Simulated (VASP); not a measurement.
Crystal: ZnS.

```
CELL_PARAMETERS angstrom
0.00000 2.73756 2.73756
2.73756 0.00000 2.73756
2.73756 2.73756 0.00000
ATOMIC_POSITIONS crystal
Zn 0.75000 0.75000 0.75000
S 0.00000 0.00000 0.00000
```

Base run:

```yaml
Program: VASP 6.6.1
Functional: revPBE
Potentials_or_basis: VASP PAW PBE potentials, release 64 (Zn, S)
Cutoff: 520 eV
k_mesh: 9 × 9 × 9
Occupations: fermi-dirac, width 0.05 eV
Spin: no spin polarisation
```

Its results: band gap on the k mesh 2.07 eV, direct; pressure 0.7 GPa.

After a change of settings the same cell gave: band gap on the k mesh 2.49 eV, direct; pressure -3.3 GPa. Which change was it?
A. functional from revPBE to PBEsol
B. functional from revPBE to r2SCAN
C. functional from revPBE to LDA; potentials or basis from VASP PAW PBE potentials, release 64 (Zn, S) to VASP PAW LDA potentials, release 64 (Zn, S)
D. functional from revPBE to r2SCAN; dispersion from none to D4

B.

r2SCAN gives the wider gap, since meta-GGAs in the generalised Kohn-Sham scheme recover part of the derivative discontinuity.

Caveats: the PAW data sets were made with another functional, which shifts forces and pressure a little.
